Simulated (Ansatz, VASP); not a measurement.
# ZnO: VASP beside Ansatz

INCAR

```
SYSTEM = ZnO
PREC     = Accurate       ! precision mode
ENCUT    = 600            ! plane-wave cutoff, eV
EDIFF    = 1E-6           ! SCF threshold, eV
ISMEAR   = 0              ! smearing method
SIGMA    = 0.02           ! smearing width, eV
LREAL    = .FALSE.        ! projectors in reciprocal space
LASPH    = .TRUE.         ! aspherical terms in the spheres
NELM     = 80             ! most SCF steps
ALGO     = Normal         ! electronic algorithm
ISIF     = 3              ! what is computed and relaxed
LWAVE    = .FALSE.        ! write WAVECAR
LCHARG   = .FALSE.        ! write CHGCAR
GGA      = PE             ! functional
IBRION   = 2              ! ionic algorithm
NSW      = 80             ! ionic steps
EDIFFG   = -0.004         ! ionic threshold
```

The input KPOINTS:

```
regular mesh
0
G
  8 8 5
  0 0 0
```

Contents of POSCAR:

```
ZnO
1.0
    3.2494000000      0.0000000000      0.0000000000
   -1.6247000000      2.8140629471      0.0000000000
    0.0000000000      0.0000000000      5.2038000000
Zn O
2 2
Direct
    0.3333333333      0.6666666667      0.0000000000
    0.6666666667      0.3333333333      0.5000000000
    0.3333333333      0.6666666667      0.3820000000
    0.6666666667      0.3333333333      0.8820000000
```

Input for Ansatz:

```yaml
crystal:
  lattice:
    - [3.2494, 0.0, 0.0]
    - [-1.6247, 2.8140629471, 0.0]
    - [0.0, 0.0, 5.2038]
  atoms:
    - { symbol: Zn, position: [0.3333333333, 0.6666666667, 0.0] }
    - { symbol: Zn, position: [0.6666666667, 0.3333333333, 0.5] }
    - { symbol: O, position: [0.3333333333, 0.6666666667, 0.382] }
    - { symbol: O, position: [0.6666666667, 0.3333333333, 0.882] }
scf:
  occupations: { method: gaussian, width: 0.02 }
output:
  forces: true
  stress: true
  write_density: true
  write_potential: true
  elf: true
  volumetric_format: npy
hamiltonian:
  xc: pbe
kpoints:
  mp_grid: { grid: [8, 8, 5] }
relax:
  f_tol: 0.004
  cell: { stress_tol: 0.05 }
```

Alike in both runs: task relaxation of cell and atoms; functional PBE; k mesh 8 × 8 × 5; occupations gaussian, width 0.02 eV; no spin polarisation.

|  | VASP | Ansatz |
| --- | --- | --- |
| version | VASP 6.6.1 | Ansatz 0.2.0 |
| potentials or method | VASP PAW PBE potentials, release 64 (Zn, O) | scalar-relativistic, plane waves, PAW |
| plane-wave cutoff (eV) | 600 | 420 |
| valence electrons in the cell | 36 | 36 |

Ansatz gave:

```
gap on the k mesh at the Fermi level, each at its own relaxed structure (eV) : 0.74
relaxed volume (Å³/atom)                                                     : 12.33
relaxed cell length with the largest relative difference (Å)                 : 5.293
```

Q: Which values does VASP return?

A: gap on the k mesh at the Fermi level, each at its own relaxed structure (eV): 0.72; relaxed volume (Å³/atom): 12.40; relaxed cell length with the largest relative difference (Å): 5.304.
